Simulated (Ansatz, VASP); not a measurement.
## Two plane-wave programs on C4F

```
C F
1.0
     3.04081   -3.64667    0.00000
     3.04081    3.64667    0.00000
     0.00000    0.00000    2.77088
C F
4 1
Direct
  0.73274 0.26726 0.50000
  0.28356 0.28356 0.00000
  0.71644 0.71644 0.00000
  0.26726 0.73274 0.50000
  0.50000 0.50000 0.50000
```

Change from the starting cell: species swapped into the FeCl4 type (Cmmm, No. 65).

Alike in both runs: task single point; functional PBE; dispersion D3(BJ); k mesh 4 × 4 × 6; occupations gaussian, width 0.1 eV; collinear spin.

|  | VASP | Ansatz |
| --- | --- | --- |
| version | VASP 6.6.1 | Ansatz 0.2.0 |
| potentials or method | VASP PAW PBE potentials, release 64 (C, F), cutoff 520 eV | scalar-relativistic, plane waves, PAW |
| valence electrons in the cell | 23 | 23 |

|  | VASP | Ansatz | Ansatz less VASP |
| --- | --- | --- | --- |
| gap on the k mesh at the Fermi level (eV) | none | none | - |
| pressure (GPa) | 2.6 | 2.7 | +0.09 |
| traceless stress, the component that is largest in VASP (GPa) | 3.07 | 3.00 | -0.079 |
| rms of the force components (eV/Å) | 1.195 | 1.187 | -0.0086 |
| net moment per atom (μB) | 0.00 | 0.00 | 0.000 |

Atom by atom the forces differ by 0.010 eV/Å (rms over components). A gap of «none» marks a metal or a gap that the smearing closes. Ansatz's warnings: seeded moment not kept.

The k mesh is coarse, so the values compare programs but aren't converged.
